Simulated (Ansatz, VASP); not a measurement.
# C in VASP and in Ansatz

INCAR

```
PREC = Accurate
ENCUT = 600
EDIFF = 1E-6
ISMEAR = 0
SIGMA = 0.05
LREAL = False
LASPH = True
NELM = 120
ALGO = Normal
ISIF = 2
LWAVE = False
LCHARG = False
GGA = PE
NBANDS = 11
GGA_COMPAT = False
```

KPOINTS

```
Automatic mesh
0
Gamma
  10 10 10
```

Contents of POSCAR:

```
C
1.0
    0.0000000000      1.8279542500      1.6974372397
    1.8279542500      0.0000000000      1.6974372397
    1.8279542500      1.8279542500      0.0000000000
C
2
Direct
    0.0000000000      0.0000000000      0.0000000000
    0.2500000000      0.2500000000      0.2500000000
```

Input for Ansatz:

```yaml
crystal:
  lattice:
    - [0.0, 1.8279542499999997, 1.6974372397382511]
    - [1.8279542499999997, 0.0, 1.6974372397382511]
    - [1.8279542499999997, 1.8279542499999997, 0.0]
  atoms:
    - { symbol: C, position: [0.0, 0.0, 0.0] }
    - { symbol: C, position: [0.25, 0.25, 0.25] }
basis:
  ecutwfc: 450.0
kpoints:
  mp_grid:
    grid: [10, 10, 10]
hamiltonian:
  xc: pbe
  pseudopotentials:
    kind: paw
scf:
  occupations:
    method: gaussian
    width: 0.05
output:
  stress: true
```

Alike in both runs: task single point; functional PBE; k mesh 10 × 10 × 10; occupations gaussian, width 0.05 eV; no spin polarisation.

```csv
,VASP,Ansatz
version,VASP 6.6.1,Ansatz 0.2.0
potentials or method,"VASP PAW PBE potentials, release 64 (C), cutoff 600 eV","plane waves, PAW"
valence electrons in the cell,8,8
```

Ansatz gave:

| Property | Result |
| --- | --- |
| pressure (GPa) | 1.9 |
| traceless stress, the component that is largest in VASP (GPa) | 42.38 |

Question: Which values does VASP return?

Answer: Pressure (GPa): 1.9; traceless stress, the component that is largest in VASP (GPa): 42.39.
